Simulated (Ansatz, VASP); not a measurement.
## W in VASP and in Ansatz

```
W
1.0
    -1.57727    1.57727    1.57727
     1.57727   -1.57727    1.57727
     1.57727    1.57727   -1.57727
W
1
Direct
  0.00000 0.00000 0.00000
```

Alike in both runs: task single point; functional PBEsol; k mesh 6 × 6 × 6; occupations gaussian, width 0.1 eV; no spin polarisation.

|  | VASP | Ansatz |
| --- | --- | --- |
| version | VASP 6.6.1 | Ansatz 0.2.0 |
| potentials or method | VASP PAW PBE potentials, release 64 (W_sv), cutoff 500 eV | scalar-relativistic, plane waves, PAW |
| valence electrons in the cell | 14 | 14 |

|  | VASP | Ansatz | Ansatz less VASP |
| --- | --- | --- | --- |
| gap on the k mesh at the Fermi level (eV) | none | none | - |
| pressure (GPa) | -1.4 | -2.0 | -0.60 |

VASP's potentials were made for PBE, not for PBEsol, and Ansatz warns of the same on its side. A gap of «none» marks a metal or a gap that the smearing closes. The functional is the same, so the differences come from potentials, cutoffs and numerics.

The k mesh is coarse, so the values compare programs but aren't converged. Spin-orbit coupling is off throughout.
